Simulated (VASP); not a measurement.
A run of VASP 6.6.1 is set up as follows.

The input POSCAR:

```
SiO2
1.0
    4.9837826479      0.0000000000      0.0000000000
   -2.4918913239      4.3160823800      0.0000000000
    0.0000000000      0.0000000000      5.4579692986
Si O
3 6
Direct
    0.0000000000      0.5000000000      0.3333333333
    0.5000000000      0.5000000000      0.6666666667
    0.5000000000      0.0000000000      0.0000000000
    0.5834989535      0.7917494768      0.8333333333
    0.7917494768      0.5834989535      0.5000000000
    0.7917494768      0.2082505232      0.1666666667
    0.4165010465      0.2082505232      0.8333333333
    0.2082505232      0.4165010465      0.5000000000
    0.2082505232      0.7917494768      0.1666666667
```

INCAR.step1

```
PREC = Accurate
ENCUT = 520
ISMEAR = 0
SIGMA = 0.05
LREAL = False
LASPH = True
NELM = 100
NBANDS = 34
GGA = PE
ALGO = Normal
EDIFF = 1E-4
LWAVE = True
LCHARG = False
```

The input INCAR.step2:

```
PREC = Accurate
ENCUT = 520
EDIFF = 1E-6
ISMEAR = 0
SIGMA = 0.05
LREAL = False
LASPH = True
NELM = 100
ALGO = Normal
ISIF = 2
LWAVE = False
LCHARG = False
METAGGA = R2SCAN
LMIXTAU = True
NBANDS = 34
ISTART = 1
```

Contents of KPOINTS:

```
Automatic mesh
0
Gamma
  6 6 4
```

Potentials or basis: VASP PAW PBE potentials, release 64 (Si, O).

Run with:

```sh
$ cat potpaw_PBE.64/Si/POTCAR potpaw_PBE.64/O/POTCAR > POTCAR
$ cp INCAR.step1 INCAR
$ mpirun -np 1 vasp_std > vasp.out
$ cp INCAR.step2 INCAR
$ mpirun -np 1 vasp_std > vasp.out
```

Task: Estimate the largest force.

Result: 0.377 eV/Å.

Task: Predict the pressure.

Result: 9.6 GPa.

Task: What does it give for the band gap on the k mesh?

Result: 6.51 eV (least direct gap 6.71 eV).

Stress tensor (GPa, compression positive):
```
9.56 0.00 0.00
0.00 9.56 0.00
0.00 0.00 9.68
```

Caveat: the cell differs from its parent crystal (strain -0.015 along x and y, -0.015 along z); the cell stands under pressure; the PAW data sets were made with another functional, which shifts forces and pressure a little. A k mesh can miss the band edges.
